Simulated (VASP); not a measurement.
**AgPt3: electric field gradients with LDA**

Crystal: AgPt3.

```xyz
4
Lattice="3.9258 0.0000 0.0000 0.0000 3.9258 0.0000 0.0000 0.0000 3.9258" Properties=species:S:1:pos:R:3 pbc="T T T"
Ag    0.0000    0.0000    0.0000
Pt    0.0000    1.9629    1.9629
Pt    1.9629    0.0000    1.9629
Pt    1.9629    1.9629    0.0000
```

This cell differs from its parent crystal: volume scaled by 1.02.

| Quantity | Value |
| --- | --- |
| Program | VASP 6.6.1 |
| Task | electric field gradients |
| Functional | LDA |
| Potentials or basis | VASP PAW LDA potentials, release 64 (Ag, Pt) |
| Cutoff | 520 eV |
| k mesh | 9 × 9 × 9 |
| Occupations | fermi-dirac, width 0.08 eV |
| Spin | no spin polarisation |
| Dipole correction | no |
| Further INCAR settings | ALGO = Normal; EDIFF = 1e-08; NBANDS = 28 |

```yaml
Pressure: -2.3 GPa
```

Levels at points of the mesh, in eV from the Fermi level:
```csv
k point,band 16,band 17,band 18,band 19,band 20,band 21,band 22,band 23,band 24,band 25
"(0.00, 0.00, 0.00)",-0.41,-0.41,0.32,0.74,0.74,0.74,1.98,1.98,1.98,8.54
```

Electric field gradients, principal values (V/Å²):
```csv
atom,least,middle,greatest (by size)
1 Ag,0.000,0.000,0.000
2 Pt,6.803,6.803,-13.606
3 Pt,6.803,6.803,-13.606
4 Pt,6.803,6.803,-13.606
```

Wall time 40 s on 1 thread of Intel(R) Xeon(R) Platinum 8124M CPU @ 3.00GHz (Skylake/Cascade Lake), with other jobs on the host, peak memory 0.18 GiB.

Caveat: without QUAD_EFG the Cq values of the log hold for a quadrupole moment of 1 mb, not for the nuclei; spin-orbit coupling is left out, which moves the levels of the heavy elements.
